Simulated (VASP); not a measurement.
Write the native input for VASP 6.6.1 that does the following.

```
Task                   : single point
Functional             : LDA
Potentials or basis    : VASP PAW LDA potentials, release 64 (Ta_pv, C)
Cutoff                 : 520 eV
k mesh                 : 2 × 2 × 2
Occupations            : fermi-dirac, width 0.15 eV
Spin                   : no spin polarisation
Dipole correction      : no
Further INCAR settings : LREAL = Auto; ALGO = Normal; EDIFF = 1e-06; NBANDS = 76
```

The structure of Ta8C9 (a cell with a defect) lies in POSCAR:

```
Ta8C9
1.0
    0.0000000000      4.4900000000      4.4900000000
    4.4900000000      0.0000000000      4.4900000000
    4.4900000000      4.4900000000      0.0000000000
Ta C
8 9
Direct
   -0.1110913140      0.0475946548      0.0043652561
   -0.0687416481      0.1247550111      0.4771380846
   -0.0684855234      0.5444766147      0.0250111359
   -0.0501002227      0.5463140312      0.5053563474
    0.4721826281      0.0406904232      0.0391314031
    0.4919933185      0.0429955457      0.5034187082
    0.4163808463      0.5707015590      0.0179175947
    0.3998329621      0.5828619154      0.5188975501
    0.2183407572      0.3039532294      0.2530846325
    0.1644988864      0.2703786192      0.7912472160
    0.1838864143      0.8225946548      0.2388084633
    0.1745879733      0.8242538976      0.7367706013
    0.6944097996      0.3458797327      0.2220044543
    0.6713028953      0.3627728285      0.7233518931
    0.6523385301      0.7893763920      0.2962806236
    0.6672717149      0.8180066815      0.7736859688
    0.1026614699      0.1153786192      0.0927951002
```

These files were run (other wordings do the same):

INCAR

```
SYSTEM = Ta8C9
PREC     = Accurate       ! precision mode
ENCUT    = 520            ! plane-wave cutoff, eV
EDIFF    = 1E-6           ! SCF threshold, eV
ISMEAR   = -1             ! smearing method
SIGMA    = 0.15           ! smearing width, eV
LREAL    = Auto         
LASPH    = .True.         ! aspherical terms in the spheres
NELM     = 80             ! most SCF steps
ALGO     = Normal         ! electronic algorithm
ISIF     = 2              ! what is computed and relaxed
LWAVE    = .False.        ! write WAVECAR
LCHARG   = .True.         ! write CHGCAR
GGA      = CA             ! functional
LELF     = .True.         ! ELF
LVHAR    = .True.       
NBANDS   = 76             ! bands
```

KPOINTS

```
regular mesh
0
Gamma
  2 2 2
  0 0 0
```

Potentials or basis: VASP PAW LDA potentials, release 64 (Ta_pv, C).

The run is started by

```console
$ cat potpaw_LDA.64/Ta_pv/POTCAR potpaw_LDA.64/C/POTCAR > POTCAR
$ mpirun -np 1 vasp_std > vasp.out
```

It gave:

```json
{
 "Pressure": "7.5 GPa",
 "Largest force": "5.567 eV/Å",
 "Band gap on the k mesh": "zero (bands 62 and 63 overlap by 0.86 eV)"
}
```

Caveat: the k points lie up to 0.61 Å⁻¹ apart, too coarse for converged energies and pressures of a metal; the atoms stand as in a frame of molecular dynamics; spin-orbit coupling is left out, which moves the levels of the heavy elements.

It took 4.1 min on 1 thread of Intel(R) Xeon(R) Platinum 8488C (Sapphire Rapids), with other jobs on the host, peak memory 0.3 GiB.
